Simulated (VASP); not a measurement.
# Er (P6_3/mmc) in VASP: single point with PBEsol

Aim: the single point of Er with PBEsol.

Everything below comes from runs of VASP 6.6.1. Logs are shortened: lines on timing, memory, paths and dates and some standing lists are left out, and cuts for length are marked.

**1. The cell of the first run**

It takes space group P6_3/mmc (No. 194, hexagonal). The conventional cell has a = 3.567 Å, b = 3.567 Å, c = 5.731 Å, α = 90.00°, β = 90.00°, γ = 120.00°. Er (site symmetry -6m2) has 12 Er at 3.53 to 3.57 Å within 4.6 Å.

**2. Single point, PBEsol, collinear spin, antiferromagnetic start**

Contents of INCAR:

```
ALGO = Normal
EDIFF = 1E-7
ENCUT = 520
GGA = PS
ISIF = 2
ISMEAR = -1
ISPIN = 2
LASPH = True
LCHARG = False
LMAXMIX = 6
LORBIT = 11
LREAL = False
LWAVE = False
MAGMOM = 2.455 -2.455
NBANDS = 33
NELM = 150
PREC = Accurate
SIGMA = 0.05
```

Contents of KPOINTS:

```
k-points
0
Gamma
  13 13 7
```

Contents of POSCAR:

```
Er
1.0
    3.5667254038      0.0000000000      0.0000000000
   -1.7833627019      3.0888748080      0.0000000000
    0.0000000000      0.0000000000      5.7312328984
Er
2
Direct
    0.3333333333      0.6666666667      0.2500000000
    0.6666666667      0.3333333333      0.7500000000
```

Potentials or basis: VASP PAW PBE potentials, release 64 (Er).

The run is started by

```
$ cat potpaw_PBE.64/Er/POTCAR > POTCAR
$ mpirun -np 1 vasp_std > vasp.out
```

OUTCAR:

```text
EDIFF = 1E-7
   ENCUT = 520
   GGA = PS
   ISIF = 2
   ISMEAR = -1
   ISPIN = 2
   LASPH = True
   LORBIT = 11
   LREAL = False
   NELM = 150
   PREC = Accurate

 ion  position               nearest neighbor table
   1  0.333  0.667  0.250-   2 3.53   2 3.53   2 3.53   2 3.53   2 3.53   2 3.53
   2  0.667  0.333  0.750-   1 3.53   1 3.53   1 3.53   1 3.53   1 3.53   1 3.53

  LATTYP: Found a hexagonal cell.
 ALAT       =     3.5667254038
 C/A-ratio  =     1.6068612662

  Lattice vectors:

 A1 = (   3.5667254038,   0.0000000000,   0.0000000000)
 A2 = (  -1.7833627019,   3.0888748080,   0.0000000000)
 A3 = (   0.0000000000,   0.0000000000,   5.7312328984)

Analysis of symmetry for initial positions (statically):
=====================================================================
 Subroutine PRICEL returns:
 Original cell was already a primitive cell.

 Routine SETGRP: Setting up the symmetry group for a
 hexagonal supercell.

 Subroutine GETGRP returns: Found 24 space group operations
 (whereof 12 operations were pure point group operations)
 out of a pool of 24 trial point group operations.

The static configuration has the point symmetry D_3d.
 The point group associated with its full space group is D_6h.

Analysis of symmetry for dynamics (positions and initial velocities):
=====================================================================
 Subroutine PRICEL returns:
 Original cell was already a primitive cell.

 Routine SETGRP: Setting up the symmetry group for a
 hexagonal supercell.

 Subroutine GETGRP returns: Found 24 space group operations
 (whereof 12 operations were pure point group operations)
 out of a pool of 24 trial point group operations.

The dynamic configuration has the point symmetry D_3d.
 The point group associated with its full space group is D_6h.

Analysis of structural, dynamic, and magnetic symmetry:
=====================================================================
 Subroutine PRICEL returns:
 Original cell was already a primitive cell.

 Routine SETGRP: Setting up the symmetry group for a
 hexagonal supercell.

 Subroutine GETGRP returns: Found 24 space group operations
 (whereof 12 operations were pure point group operations)
 out of a pool of 24 trial point group operations.

The overall configuration has the point symmetry D_3d.
 The point group associated with its full space group is D_6h.

 Subroutine INISYM returns: Found 24 space group operations
 (whereof 12 operations are pure point group operations),
 and found     1 'primitive' translations

----------------------------------------------------------------------------------------

                                     Primitive cell

  volume of cell :      63.1420

  direct lattice vectors                    reciprocal lattice vectors
     3.566725404  0.000000000  0.000000000     0.280369215  0.161871241  0.000000000
    -1.783362702  3.088874808  0.000000000     0.000000000  0.323742483  0.000000000
     0.000000000  0.000000000  5.731232898     0.000000000  0.000000000  0.174482527

  length of vectors
     3.566725404  3.566725404  5.731232898     0.323742483  0.323742483  0.174482527

  position of ions in fractional coordinates (direct lattice)
     0.333333333  0.666666667  0.250000000
     0.666666667  0.333333333  0.750000000

  ion indices of the primitive-cell ions
   primitive index   ion index
                 1           1
                 2           2

----------------------------------------------------------------------------------------

 KPOINTS: k-points

Automatic generation of k-mesh.
 Grid dimensions read from file:
 generate k-points for:   13   13    7

 Generating k-lattice:

  Cartesian coordinates                     Fractional coordinates (reciprocal lattice)
     0.021566863  0.012451634  0.000000000     0.076923077  0.000000000  0.000000000
     0.000000000  0.024903268  0.000000000     0.000000000  0.076923077  0.000000000
     0.000000000  0.000000000  0.024926075     0.000000000  0.000000000  0.142857143

  Length of vectors
     0.024903268  0.024903268  0.024926075

  Shift w.r.t. Gamma in fractional coordinates (k-lattice)
     0.000000000  0.000000000  0.000000000

 Subroutine IBZKPT returns following result:
 ===========================================

 Found     84 irreducible k-points:

 Following reciprocal coordinates:
            Coordinates               Weight
  0.000000  0.000000  0.000000      1.000000
  0.076923 -0.000000  0.000000      6.000000
  0.153846 -0.000000  0.000000      6.000000
  0.230769  0.000000  0.000000      6.000000
  0.307692 -0.000000  0.000000      6.000000
  0.384615 -0.000000  0.000000      6.000000
[... 16 lines left out ...]
  0.076923 -0.000000  0.142857     12.000000
  0.153846 -0.000000  0.142857     12.000000
 [... further k-points ...]
   k-points           NKPTS =     84   k-points in BZ     NKDIM =     84   number of bands    NBANDS=     33
   number of dos      NEDOS =    301   number of ions     NIONS =      2
   total plane-waves  NPLWV =  37632
   dimension x,y,z NGX =    28 NGY =   28 NGZ =   48
   dimension x,y,z NGXF=    56 NGYF=   56 NGZF=   96
   ions per type =               2
   NGX,Y,Z   is equivalent  to a cutoff of  13.05, 13.05, 13.92 a.u.
   NGXF,Y,Z  is equivalent  to a cutoff of  26.10, 26.10, 27.85 a.u.
 SYSTEM =  unknown system
   PREC   = accura    normal or accurate (medium, high low for compatibility)
   ISTART =      0    job   : 0-new  1-cont  2-samecut
   ICHARG =      2    charge: 1-file 2-atom 10-const
   ISPIN  =      2    spin polarized calculation?
   LNONCOLLINEAR =      F non collinear calculations
   LSORBIT =      F    spin-orbit coupling
   LASPH  =      T    aspherical Exc in radial PAW
   ENCUT  =  520.0 eV  38.22 Ry    6.18 a.u.   6.63  6.63 10.66*2*pi/ulx,y,z
   NELM   =    150;   NELMIN=  2; NELMDL= -5     # of ELM steps
   EDIFF  = 0.1E-06   stopping-criterion for ELM
   LREAL  =      F    real-space projection
   EDIFFG = 0.1E-05   stopping-criterion for IOM
   NSW    =      0    number of steps for IOM
   IBRION =     -1    ionic relax: 0-MD 1-quasi-New 2-CG
   NFREE  =      0    steps in history (QN), initial steepest desc. (CG)
   ISIF   =      2    stress and relaxation
   ISYM   =      2    0-nonsym 1-usesym 2-fastsym
   POTIM  = 0.5000    time-step for ionic-motion
   TEBEG  =    0.0;   TEEND  =   0.0 temperature during run
   PSTRESS=    0.0 pullay stress
   NELECT =      44.0000    total number of electrons
   NUPDOWN=      -1.0000    fix difference up-down
   EMIN   =  10.00;   EMAX   =-10.00  energy-range for DOS
   EFERMI =   0.00;   METHOD = LEGACY
   ISMEAR =    -1;   SIGMA  =   0.05  broadening in eV -4-tet -1-fermi 0-gaus
   EFERMI_NEDOS =   21; number of points for ismear=-14 and -15
   IALGO  =     38    algorithm
   IMIX   =      4    mixing-type and parameters
     AMIX     =   0.40;   BMIX     =  1.00
     AMIX_MAG =   1.60;   BMIX_MAG =  1.00
  volume/ion in A,a.u.               =      31.57       213.05
  Fermi-wavevector in a.u.,A,eV,Ry     =   1.451398  2.742744 28.661418  2.106555
  Thomas-Fermi vector in A             =   2.568899
   LORBIT       =     11    0 simple, 1 ext, 2 COOP (PROOUT), +10 PAW based schemes
   GGA     = PS    functional components
   LHFCALC =     F    Hartree Fock is set to
   AEXX    =    0.0000 exact exchange contribution
   IVDW    =     0    specifies the selected vdW correction
   LEPSILON=     F    determine dielectric tensor
   LRPA    =     F    only Hartree local field effects (RPA)
 spin polarized calculation
  energy-cutoff  :      520.00
  volume of cell :       63.14
 maximum number of plane-waves:      1727
 NGX is ok and might be reduce to    28
   NGX = 13   NGY = 13   NGZ = 21

 number of electron      43.9999987 magnetization      -0.0000000

 number of electron      43.9999987 magnetization       0.0000000

 Free energy of the ion-electron system (eV)
  ---------------------------------------------------
  ext. energy  EPLUGINS =         0.00000000
  ---------------------------------------------------
  free energy    TOTEN  =       -10.60737947 eV

  energy without entropy =      -10.43696379  energy(sigma->0) =      -10.52217163

 E-fermi :   2.2122     XC(G=0): -10.1970

 val. band max:        2.2121839494   @ k =   0.0000   0.0000   0.4286
 cond. band min:       2.2133739978   @ k =   0.3077   0.1538   0.4286
 fundamental gap:      0.0011900484
 Fermi energy:         2.2122321435

 spin component 1

 k-point     1 :       0.0000    0.0000    0.0000
  band No.  band energies     occupation
      1     -47.1136      1.00000
      2     -46.0476      1.00000
      3     -21.3685      1.00000
      4     -20.9948      1.00000
      5     -20.9948      1.00000
      6     -20.3731      1.00000
[... 25 lines left out ...]
     32       6.2213      0.00000
     33       8.4242      0.00000
[... 797 lines left out ...]
      3     -21.3220      1.00000
      4     -21.0924      1.00000
      5     -21.0175      1.00000
      6     -20.3998      1.00000
[... 25 lines left out ...]
     32       6.2383      0.00000
     33       8.7922      0.00000

 [... further k-points ...]

 spin component 2

 k-point     1 :       0.0000    0.0000    0.0000
  band No.  band energies     occupation
      1     -47.1136      1.00000
      2     -46.0476      1.00000
      3     -21.3685      1.00000
      4     -20.9948      1.00000
      5     -20.9948      1.00000
      6     -20.3731      1.00000
[... 25 lines left out ...]
     32       6.2213      0.00000
     33       8.4242      0.00000
[... 797 lines left out ...]
      3     -21.3220      1.00000
      4     -21.0924      1.00000
      5     -21.0175      1.00000
      6     -20.3998      1.00000
[... 25 lines left out ...]
     32       6.2383      0.00000
     33       8.8044      0.00000

 [... further k-points ...]

------------------------ aborting loop because EDIFF is reached ----------------------------------------

  FORCE on cell =-STRESS in cart. coord.  units (eV):
  Direction    XX          YY          ZZ          XY          YZ          ZX
  --------------------------------------------------------------------------------------
  -------------------------------------------------------------------------------------
  Total       -0.1664387     -0.1664387     -0.0198036      0.0000000     -0.0000000      0.0000000
  in kB       -4.2232515     -4.2232515     -0.5025003      0.0000000     -0.0000000      0.0000000
  external PRESSURE =      -2.9830011 kB  Pullay stress =       0.0000000 kB

 VOLUME and BASIS-vectors are now :
 -----------------------------------------------------------------------------
  energy-cutoff  :      520.00
  volume of cell :       63.14
      direct lattice vectors                 reciprocal lattice vectors
     3.566725404  0.000000000  0.000000000     0.280369215  0.161871241  0.000000000
    -1.783362702  3.088874808  0.000000000     0.000000000  0.323742483  0.000000000
     0.000000000  0.000000000  5.731232898     0.000000000  0.000000000  0.174482527

 POSITION                                       TOTAL-FORCE (eV/Angst)
 -----------------------------------------------------------------------------------
     -0.00000      2.05925      1.43281         0.000000     -0.000000      0.000000
      1.78336      1.02962      4.29842        -0.000000      0.000000     -0.000000
 -----------------------------------------------------------------------------------
    total drift:                               -0.000000      0.000000     -0.000000

  FREE ENERGIE OF THE ION-ELECTRON SYSTEM (eV)
  ---------------------------------------------------
  free  energy   TOTEN  =       -10.6073794692 eV

  energy  without entropy=      -10.4369637890  energy(sigma->0) =      -10.52217163

 total charge

# of ion       s       p       d       f       tot
--------------------------------------------------
    1        2.138   5.742   0.382  11.373  19.634
    2        2.138   5.742   0.382  11.373  19.634
--------------------------------------------------
tot          4.277  11.483   0.763  22.745  39.268

 magnetization (x)

# of ion       s       p       d       f       tot
--------------------------------------------------
    1        0.004  -0.018   0.028   2.411   2.425
    2       -0.004   0.018  -0.028  -2.411  -2.425
--------------------------------------------------
tot          0.000   0.000   0.000   0.000   0.000
```

Wall time 26 min (1 thread of Intel Xeon 6975P-C (Granite Rapids), shared host); peak memory 0.41 GiB.

What came out:

```yaml
Free_energy: -10.6074 eV
Pressure: -0.3 GPa
Band_gap_on_the_k_mesh: zero (filled and empty bands overlap)
Net_moment: 0.00 μB per cell
Site_moments: Er +2.42, -2.42 μB
Valence_electrons_inside_the_program's_atomic_spheres: Er 19.63
```

Stress tensor (GPa, compression positive):
```
-0.42  0.00  0.00
 0.00 -0.42  0.00
 0.00  0.00 -0.05
```

Levels at points of the mesh, in eV from the Fermi level:
Spin up:
| k point | band 19 | band 20 | band 21 | band 22 | band 23 | band 24 | band 25 | band 26 |
| --- | --- | --- | --- | --- | --- | --- | --- | --- |
| (0.00, 0.00, 0.00) | -0.46 | -0.42 | -0.06 | -0.06 | 0.00 | 0.17 | 1.13 | 2.58 |
Spin down:
```csv
k point,band 18,band 19,band 20,band 21,band 22,band 23,band 24,band 25,band 26,band 27
"(0.00, 0.00, 0.00)",-0.46,-0.46,-0.42,-0.06,-0.06,0.00,0.17,1.13,2.58,2.58
```

Caveat: the magnetic or orbital state may not be the lowest; the antiferromagnetic order is the one typed at the start, and another may lie lower; the PAW data sets were made with another functional, which shifts forces and pressure a little; spin-orbit coupling is left out, which moves the levels of the heavy elements; semilocal functionals describe open f shells poorly, which spoils levels, moments and volumes. The state reached can hang on the start; a lower one may exist.
